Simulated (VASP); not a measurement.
Here is a VASP 6.6.1 calculation.

INCAR

```
SYSTEM = La3F
  PREC = Accurate
  ENCUT = 600
  EDIFF = 1E-7
  ISMEAR = 0
  SIGMA = 0.1
  LREAL = .False.
  LASPH = .True.
  NELM = 100
  ALGO = Normal
  ISIF = 3
  LWAVE = .False.
  LCHARG = .False.
  GGA = PE
  IBRION = 2
  NSW = 100
  EDIFFG = -0.01
```

File KPOINTS:

```
regular mesh
0
Gamma
  10 10 10
  0 0 0
```

Contents of POSCAR:

```
La3F
1.0
    0.0000000000      3.8191784190      3.8191784190
    3.8191784190      0.0000000000      3.8191784190
    3.8191784190      3.8191784190      0.0000000000
La F
3 1
Direct
    0.2500000000      0.2500000000      0.2500000000
    0.7500000000      0.7500000000      0.7500000000
    0.0000000000      0.0000000000      0.0000000000
    0.5000000000      0.5000000000      0.5000000000
```

Potentials or basis: VASP PAW PBE potentials, release 64 (La, F).

Launch:

```console
$ cat potpaw_PBE.64/La/POTCAR potpaw_PBE.64/F/POTCAR > POTCAR
$ mpirun -np 1 vasp_std > vasp.out
```

(1) What does it give for the relaxed volume?

(2) What does it give for the relaxed cell?

(3) What does it give for the band gap on the k mesh?

Results:

(1) 27.90 Å³/atom.

(2) a = 5.404 Å, b = 5.404 Å, c = 5.404 Å, α = 60.00°, β = 60.00°, γ = 60.00°.

(3) zero (bands 20 and 21 overlap by 1.35 eV).

Caveat: spin-orbit coupling is left out, which moves the levels of the heavy elements.
